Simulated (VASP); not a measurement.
# Bi in VASP: notebook, part 3 of 3

VASP 6.6.1. Earlier steps stand in the parts before.

## 6. Single point, PBE

Input file INCAR:

```
SYSTEM = Bi
ALGO     = Normal         ! electronic algorithm
EDIFF    = 1E-6           ! SCF threshold, eV
ENCUT    = 520            ! plane-wave cutoff, eV
GGA      = PE             ! functional
ISIF     = 2              ! what is computed and relaxed
ISMEAR   = 1              ! smearing method
LASPH    = .True.         ! aspherical terms in the spheres
LCHARG   = .False.        ! write CHGCAR
LREAL    = .False.        ! projectors in reciprocal space
LWAVE    = .False.        ! write WAVECAR
NBANDS   = 22             ! bands
NELM     = 60             ! most SCF steps
PREC     = Accurate       ! precision mode
SIGMA    = 0.1            ! smearing width, eV
```

Input file KPOINTS:

```
k-points
0
Gamma
  5 5 5
  0 0 0
```

Input file POSCAR:

```
Bi
1.0
    2.2675000000      1.3091417354      3.9380000000
   -2.2675000000      1.3091417354      3.9380000000
    0.0000000000     -2.6182834708      3.9380000000
Bi
2
Direct
    0.7724340000      0.7862450000      0.7540610000
    0.2322200000      0.2385820000      0.2322520000
```

Potentials or basis: VASP PAW PBE potentials, release 64 (Bi_d).

Launch:

```
$ cat potpaw_PBE.64/Bi_d/POTCAR > POTCAR
$ mpirun -np 1 vasp_std > vasp.out
```

OUTCAR:

```text
SYSTEM = Bi
   EDIFF = 1E-6
   ENCUT = 520
   GGA = PE
   ISIF = 2
   ISMEAR = 1
   LASPH = .True.
   LREAL = .False.
   NELM = 60
   PREC = Accurate

 ion  position               nearest neighbor table
   1  0.772  0.786  0.754-   2 2.99   2 3.05   2 3.07   2 3.52   2 3.54   2 3.60
   2  0.232  0.239  0.232-   1 2.99   1 3.05   1 3.07   1 3.52   1 3.54   1 3.60

  LATTYP: Found a trigonal (rhomboedric) cell.
 ALAT       =     4.7289800521
 COS(alpha) =     0.5401781303

  Lattice vectors:

 A1 = (   2.2675000000,   1.3091417354,   3.9380000000)
 A2 = (  -2.2675000000,   1.3091417354,   3.9380000000)
 A3 = (   0.0000000000,  -2.6182834708,   3.9380000000)

Analysis of symmetry for initial positions (statically):
=====================================================================
 Subroutine PRICEL returns:
 Original cell was already a primitive cell.

 Routine SETGRP: Setting up the symmetry group for a
 trigonal (rhombohedral) supercell.

 Subroutine GETGRP returns: Found  2 space group operations
 (whereof  1 operations were pure point group operations)
 out of a pool of 12 trial point group operations.

The static configuration has the point symmetry C_1 .
 The point group associated with its full space group is S_2 .

Analysis of symmetry for dynamics (positions and initial velocities):
=====================================================================
 Subroutine PRICEL returns:
 Original cell was already a primitive cell.

 Routine SETGRP: Setting up the symmetry group for a
 trigonal (rhombohedral) supercell.

 Subroutine GETGRP returns: Found  2 space group operations
 (whereof  1 operations were pure point group operations)
 out of a pool of 12 trial point group operations.

The dynamic configuration has the point symmetry C_1 .
 The point group associated with its full space group is S_2 .

 Subroutine INISYM returns: Found  2 space group operations
 (whereof  1 operations are pure point group operations),
 and found     1 'primitive' translations

----------------------------------------------------------------------------------------

                                     Primitive cell

  volume of cell :      70.1392

  direct lattice vectors                    reciprocal lattice vectors
     2.267500000  1.309141735  3.938000000     0.220507166  0.127309872  0.084645336
    -2.267500000  1.309141735  3.938000000    -0.220507166  0.127309872  0.084645336
     0.000000000 -2.618283471  3.938000000     0.000000000 -0.254619744  0.084645336

  length of vectors
     4.728980052  4.728980052  4.728980052     0.268320791  0.268320791  0.268320791

  position of ions in fractional coordinates (direct lattice)
     0.772434000  0.786245000  0.754061000
     0.232220000  0.238582000  0.232252000

  ion indices of the primitive-cell ions
   primitive index   ion index
                 1           1
                 2           2

----------------------------------------------------------------------------------------

 KPOINTS: k-points

Automatic generation of k-mesh.
 Grid dimensions read from file:
 generate k-points for:    5    5    5

 Generating k-lattice:

  Cartesian coordinates                     Fractional coordinates (reciprocal lattice)
     0.044101433  0.025461974  0.016929067     0.200000000 -0.000000000  0.000000000
    -0.044101433  0.025461974  0.016929067    -0.000000000  0.200000000  0.000000000
     0.000000000 -0.050923949  0.016929067     0.000000000  0.000000000  0.200000000

  Length of vectors
     0.053664158  0.053664158  0.053664158

  Shift w.r.t. Gamma in fractional coordinates (k-lattice)
     0.000000000  0.000000000  0.000000000

 Subroutine IBZKPT returns following result:
 ===========================================

 Found     63 irreducible k-points:

 Following reciprocal coordinates:
            Coordinates               Weight
  0.000000  0.000000  0.000000      1.000000
  0.200000  0.000000  0.000000      2.000000
  0.000000  0.200000  0.000000      2.000000
  0.000000  0.000000  0.200000      2.000000
  0.400000 -0.000000 -0.000000      2.000000
 -0.000000  0.400000 -0.000000      2.000000
[... 16 lines left out ...]
 -0.200000  0.200000  0.000000      2.000000
  0.200000 -0.000000 -0.200000      2.000000
 [... further k-points ...]
   k-points           NKPTS =     63   k-points in BZ     NKDIM =     63   number of bands    NBANDS=     22
   number of dos      NEDOS =    301   number of ions     NIONS =      2
   total plane-waves  NPLWV =  46656
   dimension x,y,z NGX =    36 NGY =   36 NGZ =   36
   dimension x,y,z NGXF=    72 NGYF=   72 NGZF=   72
   ions per type =               2
   NGX,Y,Z   is equivalent  to a cutoff of  12.66, 12.66, 12.66 a.u.
   NGXF,Y,Z  is equivalent  to a cutoff of  25.31, 25.31, 25.31 a.u.
 SYSTEM =  Bi
   PREC   = accura    normal or accurate (medium, high low for compatibility)
   ISTART =      0    job   : 0-new  1-cont  2-samecut
   ICHARG =      2    charge: 1-file 2-atom 10-const
   ISPIN  =      1    spin polarized calculation?
   LNONCOLLINEAR =      F non collinear calculations
   LSORBIT =      F    spin-orbit coupling
   LASPH  =      T    aspherical Exc in radial PAW
   ENCUT  =  520.0 eV  38.22 Ry    6.18 a.u.   8.79  8.79  8.79*2*pi/ulx,y,z
   NELM   =     60;   NELMIN=  2; NELMDL= -5     # of ELM steps
   EDIFF  = 0.1E-05   stopping-criterion for ELM
   LREAL  =      F    real-space projection
   EDIFFG = 0.1E-04   stopping-criterion for IOM
   NSW    =      0    number of steps for IOM
   IBRION =     -1    ionic relax: 0-MD 1-quasi-New 2-CG
   NFREE  =      0    steps in history (QN), initial steepest desc. (CG)
   ISIF   =      2    stress and relaxation
   ISYM   =      2    0-nonsym 1-usesym 2-fastsym
   POTIM  = 0.5000    time-step for ionic-motion
   TEBEG  =    0.0;   TEEND  =   0.0 temperature during run
   PSTRESS=    0.0 pullay stress
   NELECT =      30.0000    total number of electrons
   NUPDOWN=      -1.0000    fix difference up-down
   EMIN   =  10.00;   EMAX   =-10.00  energy-range for DOS
   EFERMI =   0.00;   METHOD = LEGACY
   ISMEAR =     1;   SIGMA  =   0.10  broadening in eV -4-tet -1-fermi 0-gaus
   EFERMI_NEDOS =   21; number of points for ismear=-14 and -15
   IALGO  =     38    algorithm
   IMIX   =      4    mixing-type and parameters
     AMIX     =   0.40;   BMIX     =  1.00
     AMIX_MAG =   1.60;   BMIX_MAG =  1.00
  volume/ion in A,a.u.               =      35.07       236.66
  Fermi-wavevector in a.u.,A,eV,Ry     =   1.233469  2.330919 20.700530  1.521446
  Thomas-Fermi vector in A             =   2.368198
   LORBIT       =      0    0 simple, 1 ext, 2 COOP (PROOUT), +10 PAW based schemes
   GGA     = PE    functional components
   LHFCALC =     F    Hartree Fock is set to
   AEXX    =    0.0000 exact exchange contribution
   IVDW    =     0    specifies the selected vdW correction
   LEPSILON=     F    determine dielectric tensor
   LRPA    =     F    only Hartree local field effects (RPA)
 non-spin polarized calculation
 Methfessel and Paxton  Order N= 1 SIGMA  =   0.10
  energy-cutoff  :      520.00
  volume of cell :       70.14
 maximum number of plane-waves:      1919
   NGX = 17   NGY = 17   NGZ = 17

 number of electron      30.0000002 magnetization

 Free energy of the ion-electron system (eV)
  ---------------------------------------------------
  ext. energy  EPLUGINS =         0.00000000
  ---------------------------------------------------
  free energy    TOTEN  =        -7.77951305 eV

  energy without entropy =       -7.77998714  energy(sigma->0) =       -7.77967108

 E-fermi :   6.4477     XC(G=0):  -9.5392

 val. band max:        6.2704202928   @ k =   0.2000   0.2000   0.4000
 cond. band min:       6.5177956951   @ k =  -0.0000  -0.0000   0.4000
 fundamental gap:      0.2473754023
 Fermi energy:         6.4477437648

 k-point     1 :       0.0000    0.0000    0.0000
  band No.  band energies     occupation
      1     -16.5946      2.00000
      2     -16.5667      2.00000
      3     -16.4243      2.00000
      4     -16.4225      2.00000
      5     -16.3982      2.00000
      6     -16.2318      2.00000
[... 14 lines left out ...]
     21      12.2776      0.00000
     22      12.4602      0.00000
[... 552 lines left out ...]
  band No.  band energies     occupation
      1     -16.5407      2.00000
      2     -16.4705      2.00000
      3     -16.3957      2.00000
      4     -16.3809      2.00000
      5     -16.3313      2.00000
      6     -16.3056      2.00000
[... 14 lines left out ...]
     21      14.5355      0.00000
     22      15.2940      0.00000

 [... further k-points ...]

------------------------ aborting loop because EDIFF is reached ----------------------------------------

  FORCE on cell =-STRESS in cart. coord.  units (eV):
  Direction    XX          YY          ZZ          XY          YZ          ZX
  --------------------------------------------------------------------------------------
  -------------------------------------------------------------------------------------
  Total        0.9859826      1.4170454      0.9367764      0.0531429      0.3812945     -0.0955293
  in kB       22.5226193     32.3693081     21.3986110      1.2139331      8.7098412     -2.1821572
  external PRESSURE =      25.4301795 kB  Pullay stress =       0.0000000 kB

 VOLUME and BASIS-vectors are now :
 -----------------------------------------------------------------------------
  energy-cutoff  :      520.00
  volume of cell :       70.14
      direct lattice vectors                 reciprocal lattice vectors
     2.267500000  1.309141735  3.938000000     0.220507166  0.127309872  0.084645336
    -2.267500000  1.309141735  3.938000000    -0.220507166  0.127309872  0.084645336
     0.000000000 -2.618283471  3.938000000     0.000000000 -0.254619744  0.084645336

 POSITION                                       TOTAL-FORCE (eV/Angst)
 -----------------------------------------------------------------------------------
     -0.03132      0.06619      9.10757         0.042512     -0.181002     -0.365722
     -0.01443      0.00824      2.76863        -0.042512      0.181002      0.365722
 -----------------------------------------------------------------------------------
    total drift:                               -0.000027     -0.000009     -0.000023

  FREE ENERGIE OF THE ION-ELECTRON SYSTEM (eV)
  ---------------------------------------------------
  free  energy   TOTEN  =        -7.7795130488 eV

  energy  without entropy=       -7.7799871384  energy(sigma->0) =       -7.77967108
```

Wall time 62 s (1 thread of Intel Xeon Platinum 8488C (Sapphire Rapids), shared host); peak memory 0.23 GiB.

The run converged, but its numbers aren't listed here, since they failed a check.

Caveat: the mesh shows a gap though the element is a metal; spin-orbit coupling is left out, which moves the levels of the heavy elements.
